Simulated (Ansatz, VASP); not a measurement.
## Ir: VASP beside Ansatz

```xyz
16
Lattice="0.0000 5.5554 0.0000 -4.8111 -2.7777 0.0000 0.0000 0.0000 29.2835" Properties=species:S:1:pos:R:3 pbc="T T T"
Ir    0.0000    3.7036   15.9125
Ir   -2.4051    2.3148   15.9134
Ir   -0.0002    0.9255   15.9134
Ir   -2.4058   -0.4626   15.9134
Ir   -0.8016   -0.4629   18.0895
Ir   -3.2074   -1.8518   18.0888
Ir   -0.8020    2.3149   18.0895
Ir   -3.2075    0.9257   18.0895
Ir   -1.6037    0.9259   20.2764
Ir   -4.0094   -0.4630   20.2753
Ir   -1.6036    3.7037   20.2753
Ir   -4.0092    2.3146   20.2753
Ir   -2.4060    2.3152   22.4519
Ir    0.0000    3.7036   22.4515
Ir   -2.4057   -0.4636   22.4519
Ir    0.0007    0.9261   22.4519
```

Alike in both runs: functional PBE; k mesh 9 × 9 × 1; occupations methfessel-paxton of order 1, width 0.1 eV; no spin polarisation.

Ansatz relaxed the structure, and its values are those at the end. VASP's run is a single point on that final structure, the one shown.

|  | VASP | Ansatz |
| --- | --- | --- |
| version | VASP 6.6.1 | Ansatz 0.2.0 |
| potentials or method | VASP PAW PBE potentials, release 64 (Ir), cutoff 400 eV | scalar-relativistic, plane waves, PAW |
| valence electrons in the cell | 144 | 272 |

|  | VASP | Ansatz | Ansatz less VASP |
| --- | --- | --- | --- |
| gap on the k mesh at the Fermi level (eV) | none | none | - |
| rms of the force components (eV/Å) | 0.013 | 0.003 | -0.0093 |

A gap of «none» marks a metal or a gap that the smearing closes. VASP's potentials hold 144 valence electrons a cell and Ansatz's 272, so a difference there can come from the potentials and not from the codes. Ansatz's warnings: xc potential rough in thin density.

Neither program's run includes spin-orbit coupling.
